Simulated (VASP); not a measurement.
# Cd4S (P4/mmm) in VASP: notebook

Cd4S is run at these levels: PBE; tasks: relaxation of cell and atoms, single point.

Program: VASP 6.6.1. These are calculated values, not measurements. Logs are shortened: lines on timing, memory, paths and dates and some standing lists are left out, and cuts for length are marked.

## Step 1: The cell of the first run

The structure is tetragonal, space group P4/mmm (No. 123). The conventional cell has a = 4.551 Å, b = 4.551 Å, c = 7.033 Å, α = 90.00°, β = 90.00°, γ = 90.00°. Within 3.0 Å of Cd (site symmetry mmm) lie 2 S at 2.28 Å and 4 Cd at 2.76 Å. Within 3.6 Å of Cd (site symmetry 4mm) lie 5 Cd at 2.76 to 3.13 Å and 4 S at 3.58 Å. S (site symmetry 4/mmm) has 4 Cd at 2.28 Å within 3.0 Å.

The cell was generated, and may not be a known phase.

## Step 2: Relaxation of cell and atoms, PBE

INCAR

```
ALGO = Normal
EDIFF = 1E-7
EDIFFG = -0.04
ENCUT = 600
GGA = PE
IBRION = 2
ISIF = 3
ISMEAR = 0
LASPH = T
LCHARG = F
LREAL = F
LWAVE = F
NELM = 100
NSW = 90
PREC = Accurate
SIGMA = 0.1
```

KPOINTS

```
k-points
0
Gamma
  4 4 4
```

POSCAR

```
Cd4S
1.0
    4.5513015600      0.0000000000      0.0000000000
    0.0000000000      4.5513015600      0.0000000000
    0.0000000000      0.0000000000      7.0330996800
Cd S
4 1
Direct
    0.0000000000      0.5000000000      0.5000000000
    0.5000000000      0.0000000000      0.5000000000
    0.0000000000      0.0000000000      0.2771966400
    0.0000000000      0.0000000000      0.7228033600
    0.5000000000      0.5000000000      0.5000000000
```

Potentials or basis: VASP PAW PBE potentials, release 64 (Cd, S).

Launch:

```bash
$ cat potpaw_PBE.64/Cd/POTCAR potpaw_PBE.64/S/POTCAR > POTCAR
$ mpirun -np 1 vasp_std > vasp.out
```

OUTCAR:

```text
EDIFF = 1E-7
   EDIFFG = -0.04
   ENCUT = 600
   GGA = PE
   IBRION = 2
   ISIF = 3
   ISMEAR = 0
   LASPH = T
   LREAL = F
   NELM = 100
   NSW = 90
   PREC = Accurate

 ion  position               nearest neighbor table
   1  0.000  0.500  0.500-   5 2.28   5 2.28   3 2.76   3 2.76   4 2.76   4 2.76   2 3.22   2 3.22
                             2 3.22   2 3.22
   2  0.500  0.000  0.500-   5 2.28   5 2.28   3 2.76   4 2.76   3 2.76   4 2.76   1 3.22   1 3.22
                             1 3.22   1 3.22
   3  0.000  0.000  0.277-   1 2.76   2 2.76   1 2.76   2 2.76   4 3.13
   4  0.000  0.000  0.723-   1 2.76   2 2.76   1 2.76   2 2.76   3 3.13
   5  0.500  0.500  0.500-   1 2.28   2 2.28   2 2.28   1 2.28

  LATTYP: Found a simple tetragonal cell.
 ALAT       =     4.5513015600
 C/A-ratio  =     1.5452941510

  Lattice vectors:

 A1 = (   4.5513015600,   0.0000000000,   0.0000000000)
 A2 = (   0.0000000000,   4.5513015600,   0.0000000000)
 A3 = (   0.0000000000,   0.0000000000,   7.0330996800)

Analysis of symmetry for initial positions (statically):
=====================================================================
 Subroutine PRICEL returns:
 Original cell was already a primitive cell.

 Routine SETGRP: Setting up the symmetry group for a
 simple tetragonal supercell.

 Subroutine GETGRP returns: Found 16 space group operations
 (whereof 16 operations were pure point group operations)
 out of a pool of 16 trial point group operations.

The static configuration has the point symmetry D_4h.

Analysis of symmetry for dynamics (positions and initial velocities):
=====================================================================
 Subroutine PRICEL returns:
 Original cell was already a primitive cell.

 Routine SETGRP: Setting up the symmetry group for a
 simple tetragonal supercell.

 Subroutine GETGRP returns: Found 16 space group operations
 (whereof 16 operations were pure point group operations)
 out of a pool of 16 trial point group operations.

The dynamic configuration has the point symmetry D_4h.

 Subroutine INISYM returns: Found 16 space group operations
 (whereof 16 operations are pure point group operations),
 and found     1 'primitive' translations

----------------------------------------------------------------------------------------

                                     Primitive cell

  volume of cell :     145.6861

  direct lattice vectors                    reciprocal lattice vectors
     4.551301560  0.000000000  0.000000000     0.219717368  0.000000000  0.000000000
     0.000000000  4.551301560  0.000000000     0.000000000  0.219717368  0.000000000
     0.000000000  0.000000000  7.033099680     0.000000000  0.000000000  0.142184818

  length of vectors
     4.551301560  4.551301560  7.033099680     0.219717368  0.219717368  0.142184818

  position of ions in fractional coordinates (direct lattice)
     0.000000000  0.500000000  0.500000000
     0.500000000  0.000000000  0.500000000
     0.000000000  0.000000000  0.277196640
     0.000000000  0.000000000  0.722803360
     0.500000000  0.500000000  0.500000000

  ion indices of the primitive-cell ions
   primitive index   ion index
                 1           1
                 2           2
                 3           3
                 4           4
                 5           5

----------------------------------------------------------------------------------------

 KPOINTS: k-points

Automatic generation of k-mesh.
 Grid dimensions read from file:
 generate k-points for:    4    4    4

 Generating k-lattice:

  Cartesian coordinates                     Fractional coordinates (reciprocal lattice)
     0.054929342  0.000000000  0.000000000     0.250000000  0.000000000  0.000000000
     0.000000000  0.054929342  0.000000000     0.000000000  0.250000000  0.000000000
     0.000000000  0.000000000  0.035546205     0.000000000  0.000000000  0.250000000

  Length of vectors
     0.054929342  0.054929342  0.035546205

  Shift w.r.t. Gamma in fractional coordinates (k-lattice)
     0.000000000  0.000000000  0.000000000

 Subroutine IBZKPT returns following result:
 ===========================================

 Found     18 irreducible k-points:

 Following reciprocal coordinates:
            Coordinates               Weight
  0.000000  0.000000  0.000000      1.000000
  0.250000  0.000000  0.000000      4.000000
  0.500000  0.000000  0.000000      2.000000
  0.250000  0.250000  0.000000      4.000000
  0.500000  0.250000  0.000000      4.000000
  0.500000  0.500000  0.000000      1.000000
[... 10 lines left out ...]
  0.500000  0.250000  0.500000      4.000000
  0.500000  0.500000  0.500000      1.000000
   k-points           NKPTS =     18   k-points in BZ     NKDIM =     18   number of bands    NBANDS=     32
   number of dos      NEDOS =    301   number of ions     NIONS =      5
   total plane-waves  NPLWV =  72576
   dimension x,y,z NGX =    36 NGY =   36 NGZ =   56
   dimension x,y,z NGXF=    72 NGYF=   72 NGZF=  112
   ions per type =               4   1
   NGX,Y,Z   is equivalent  to a cutoff of  13.15, 13.15, 13.24 a.u.
   NGXF,Y,Z  is equivalent  to a cutoff of  26.30, 26.30, 26.47 a.u.
 SYSTEM =  unknown system
   PREC   = accura    normal or accurate (medium, high low for compatibility)
   ISTART =      0    job   : 0-new  1-cont  2-samecut
   ICHARG =      2    charge: 1-file 2-atom 10-const
   ISPIN  =      1    spin polarized calculation?
   LNONCOLLINEAR =      F non collinear calculations
   LSORBIT =      F    spin-orbit coupling
   LASPH  =      T    aspherical Exc in radial PAW
   ENCUT  =  600.0 eV  44.10 Ry    6.64 a.u.   9.09  9.09 14.05*2*pi/ulx,y,z
   NELM   =    100;   NELMIN=  2; NELMDL= -5     # of ELM steps
   EDIFF  = 0.1E-06   stopping-criterion for ELM
   LREAL  =      F    real-space projection
   EDIFFG = -.4E-01   stopping-criterion for IOM
   NSW    =     90    number of steps for IOM
   IBRION =      2    ionic relax: 0-MD 1-quasi-New 2-CG
   NFREE  =      1    steps in history (QN), initial steepest desc. (CG)
   ISIF   =      3    stress and relaxation
   ISYM   =      2    0-nonsym 1-usesym 2-fastsym
   POTIM  = 0.5000    time-step for ionic-motion
   TEBEG  =    0.0;   TEEND  =   0.0 temperature during run
   PSTRESS=    0.0 pullay stress
   NELECT =      54.0000    total number of electrons
   NUPDOWN=      -1.0000    fix difference up-down
   EMIN   =  10.00;   EMAX   =-10.00  energy-range for DOS
   EFERMI =   0.00;   METHOD = LEGACY
   ISMEAR =     0;   SIGMA  =   0.10  broadening in eV -4-tet -1-fermi 0-gaus
   EFERMI_NEDOS =   21; number of points for ismear=-14 and -15
   IALGO  =     38    algorithm
   IMIX   =      4    mixing-type and parameters
     AMIX     =   0.40;   BMIX     =  1.00
     AMIX_MAG =   1.60;   BMIX_MAG =  1.00
  volume/ion in A,a.u.               =      29.14       196.63
  Fermi-wavevector in a.u.,A,eV,Ry     =   1.175980  2.222281 18.815904  1.382930
  Thomas-Fermi vector in A             =   2.312352
   LORBIT       =      0    0 simple, 1 ext, 2 COOP (PROOUT), +10 PAW based schemes
   GGA     = PE    functional components
   LHFCALC =     F    Hartree Fock is set to
   AEXX    =    0.0000 exact exchange contribution
   IVDW    =     0    specifies the selected vdW correction
   LEPSILON=     F    determine dielectric tensor
   LRPA    =     F    only Hartree local field effects (RPA)
 conjugate gradient relaxation of ions
 non-spin polarized calculation
 Gauss-broadening in eV      SIGMA  =   0.10
  energy-cutoff  :      600.00
  volume of cell :      145.69
 maximum number of plane-waves:      4896
   NGX = 19   NGY = 19   NGZ = 29

--------------------------------------- Ionic step        1  -------------------------------------------

 number of electron      53.9999990 magnetization

 Free energy of the ion-electron system (eV)
  ---------------------------------------------------
  ext. energy  EPLUGINS =         0.00000000
  ---------------------------------------------------
  free energy    TOTEN  =        -2.50089867 eV

  energy without entropy =       -2.48784547  energy(sigma->0) =       -2.49437207

------------------------ aborting loop because EDIFF is reached ----------------------------------------

  FORCE on cell =-STRESS in cart. coord.  units (eV):
  Direction    XX          YY          ZZ          XY          YZ          ZX
  --------------------------------------------------------------------------------------
  -------------------------------------------------------------------------------------
  Total       25.0612379     25.0612379      5.8663243      0.0000000     -0.0000000      0.0000000
  in kB      275.6100854    275.6100854     64.5146959      0.0000000     -0.0000000      0.0000000
  external PRESSURE =     205.2449556 kB  Pullay stress =       0.0000000 kB
[... 98 lines left out ...]
  FREE ENERGIE OF THE ION-ELECTRON SYSTEM (eV)
  ---------------------------------------------------
  free  energy   TOTEN  =        -6.1209414993 eV

  energy  without entropy=       -6.1120580790  energy(sigma->0) =       -6.11649979

 E-fermi :  -0.0424     XC(G=0):  -7.2968

 val. band max:       -0.5206437673   @ k =   0.5000   0.2500   0.5000
 cond. band min:      -0.0183314686   @ k =   0.5000   0.2500   0.0000
 fundamental gap:      0.5023122987
 Fermi energy:        -0.0424174678

 k-point     1 :       0.0000    0.0000    0.0000
  band No.  band energies     occupation
      1     -12.8907      2.00000
      2      -9.1625      2.00000
      3      -9.0387      2.00000
      4      -8.9894      2.00000
      5      -8.9894      2.00000
      6      -8.9805      2.00000
[... 619 lines left out ...]
     31       3.4512      0.00000
     32       3.9321      0.00000

[... ionic steps 4 to 15 ...]

--------------------------------------- Ionic step       16  -------------------------------------------

 number of electron      54.0000071 magnetization

------------------------ aborting loop because EDIFF is reached ----------------------------------------

  FORCE on cell =-STRESS in cart. coord.  units (eV):
  Direction    XX          YY          ZZ          XY          YZ          ZX
  --------------------------------------------------------------------------------------
  -------------------------------------------------------------------------------------
  Total        0.0654741      0.0654741      0.8066360      0.0000000     -0.0000000      0.0000000
  in kB        0.6358939      0.6358939      7.8341630      0.0000000     -0.0000000      0.0000000
  external PRESSURE =       3.0353169 kB  Pullay stress =       0.0000000 kB
[... 63 lines left out ...]
  energy  without entropy=       -6.3142772735  energy(sigma->0) =       -6.32293123

--------------------------------------- Ionic step       18  -------------------------------------------

 number of electron      54.0000080 magnetization

 Free energy of the ion-electron system (eV)
  ---------------------------------------------------
  ext. energy  EPLUGINS =         0.00000000
  ---------------------------------------------------
  free energy    TOTEN  =        -6.33614669 eV

  energy without entropy =       -6.31883832  energy(sigma->0) =       -6.32749250

 E-fermi :   0.5950     XC(G=0):  -8.1441

 val. band max:        0.5862242371   @ k =   0.2500   0.0000   0.0000
 cond. band min:       0.6203640648   @ k =   0.2500   0.2500   0.2500
 fundamental gap:      0.0341398277
 Fermi energy:         0.5949591095

 k-point     1 :       0.0000    0.0000    0.0000
  band No.  band energies     occupation
      1     -12.0845      2.00000
      2      -9.1215      2.00000
      3      -8.6071      2.00000
      4      -8.6071      2.00000
      5      -8.5848      2.00000
      6      -8.5387      2.00000
[... 651 lines left out ...]
  FREE ENERGIE OF THE ION-ELECTRON SYSTEM (eV)
  ---------------------------------------------------
  free  energy   TOTEN  =        -6.3361466852 eV

  energy  without entropy=       -6.3188383165  energy(sigma->0) =       -6.32749250

 reached required accuracy - stopping structural energy minimisation
```

It took 46 min on 1 thread of Intel Xeon 8259CL, shared host; peak memory 0.28 GiB.

What came out:

```
Free energy                           : -6.3361 eV
Relaxed volume                        : 33.47 Å³/atom
Relaxed cell                          : a = 5.405 Å, b = 5.405 Å, c = 5.728 Å, α = 90.00°, β = 90.00°, γ = 90.00°
Space group after relaxing (to 0.1 Å) : P4/mmm (No. 123)
Energy gained by relaxing             : 767.0 meV/atom
Ionic steps                           : 18
Pressure after relaxing               : 0.1 GPa
Largest force after relaxing          : 0.034 eV/Å
Band gap on the k mesh                : zero (bands 27 and 28 overlap by 0.87 eV)
```

Forces on the atoms (eV/Å):
```
Cd   0.000  0.000  0.000
Cd   0.000  0.000  0.000
Cd   0.000  0.000 -0.034
Cd   0.000  0.000  0.034
S    0.000  0.000  0.000
```

Step by step:
| step | energy change (eV) | largest force (eV/Å) | pressure (GPa) | volume (Å³) |
| --- | --- | --- | --- | --- |
| 1 | 0.0000 | 2.5886 | 20.52 | 145.69 |
| 2 | -3.3280 | 0.1917 | -2.39 | 237.38 |
| 3 | -3.6200 | 0.0937 | 0.05 | 204.48 |
| 4 | -3.6240 | 0.0373 | -0.41 | 208.51 |
| 5 | -3.6242 | 0.0560 | -0.26 | 207.12 |
| 6 | -3.6452 | 0.0953 | -0.29 | 205.03 |
| 7 | -3.7009 | 0.2245 | -0.36 | 198.65 |
| 8 | -3.7520 | 0.5563 | -0.35 | 185.37 |
| 9 | -3.7722 | 0.5695 | -0.22 | 182.11 |
| 10 | -3.8070 | 0.5072 | 0.20 | 172.42 |
| 11 | -3.6361 | 1.5028 | 2.76 | 153.57 |
| 12 | -3.8020 | 0.5475 | 0.31 | 170.89 |
| 13 | -3.8187 | 0.0513 | 0.98 | 162.15 |
| 14 | -3.8193 | 0.3733 | 0.56 | 166.21 |
| 15 | -3.8225 | 0.2526 | 0.72 | 164.41 |
| 16 | -3.8192 | 0.4275 | 0.30 | 164.97 |
| 17 | -3.8307 | 0.0361 | 0.49 | 164.68 |
| 18 | -3.8352 | 0.0339 | 0.07 | 167.33 |

Final structure:
```
Cd S
1.0
     5.40508    0.00000    0.00000
     0.00000    5.40508    0.00000
     0.00000    0.00000    5.72755
Cd S
4 1
Direct
  0.00000 0.50000 0.50000
  0.50000 0.00000 0.50000
  0.00000 0.00000 0.24120
  0.00000 0.00000 0.75880
  0.50000 0.50000 0.50000
```

Caveat: a cell axis changed by over 15 % at a fixed basis, so the end point is rough.

## Step 3: Single point, PBE

This run uses another cell than the first one, of 34.91 Å³/atom.

INCAR

```
SYSTEM = Cd4S
PREC = Accurate
ENCUT = 520
EDIFF = 1E-7
ISMEAR = 0
SIGMA = 0.1
LREAL = .FALSE.
LASPH = .TRUE.
NELM = 100
ALGO = Normal
ISIF = 2
LWAVE = .FALSE.
LCHARG = .FALSE.
GGA = PE
NBANDS = 35
```

KPOINTS

```
regular mesh
0
G
  8 8 6
  0 0 0
```

POSCAR

```
Cd4S
1.0
    5.3092272254      0.0000000000      0.0000000000
    0.0000000000      5.3092272254      0.0000000000
    0.0000000000      0.0000000000      6.1926602959
Cd S
4 1
Direct
    0.0000000000      0.5000000000      0.5000000000
    0.5000000000      0.0000000000      0.5000000000
    0.0000000000      0.0000000000      0.2324069995
    0.0000000000      0.0000000000      0.7675930005
    0.5000000000      0.5000000000      0.5000000000
```

Potentials or basis: VASP PAW PBE potentials, release 64 (Cd, S).

Launch:

```bash
$ cat potpaw_PBE.64/Cd/POTCAR potpaw_PBE.64/S/POTCAR > POTCAR
$ mpirun -np 1 vasp_std > vasp.out
```

Run time: 14 min. Hardware: 1 thread of Intel Xeon 8259CL, shared host; peak memory 0.41 GiB.

The run converged. Its results:

```
Free energy            : -6.4644 eV
Pressure               : 0.2 GPa
Largest force          : 0.003 eV/Å
Band gap on the k mesh : zero (bands 27 and 28 overlap by 1.02 eV)
```

Forces in eV/Å, atoms in the order of the input:
```
Cd   0.000  0.000  0.000
Cd   0.000  0.000  0.000
Cd   0.000  0.000  0.003
Cd   0.000  0.000 -0.003
S    0.000  0.000  0.000
```

Stress tensor (GPa, compression positive):
```
0.19 0.00 0.00
0.00 0.19 0.00
0.00 0.00 0.09
```

Levels at points of the mesh, in eV from the Fermi level:
| k point | band 25 | band 26 | band 27 | band 28 | band 29 | band 30 |
| --- | --- | --- | --- | --- | --- | --- |
| (0.00, 0.00, 0.00) | -2.85 | -0.90 | -0.88 | -0.35 | 1.20 | 1.20 |
| (0.50, 0.00, 0.00) | -2.42 | -2.22 | -0.74 | 0.33 | 0.56 | 2.24 |
| (0.50, 0.50, 0.00) | -1.83 | -0.26 | 0.31 | 0.93 | 0.93 | 1.28 |
| (0.00, 0.00, 0.50) | -3.76 | -1.81 | -0.82 | 1.90 | 1.90 | 2.84 |
| (0.50, 0.00, 0.50) | -2.40 | -2.20 | -1.44 | 0.91 | 1.12 | 3.12 |
| (0.50, 0.50, 0.50) | -2.84 | -1.90 | 0.11 | 0.11 | 1.50 | 1.50 |

The gap in the log of VASP goes by the Fermi energy; the results here count the filled bands.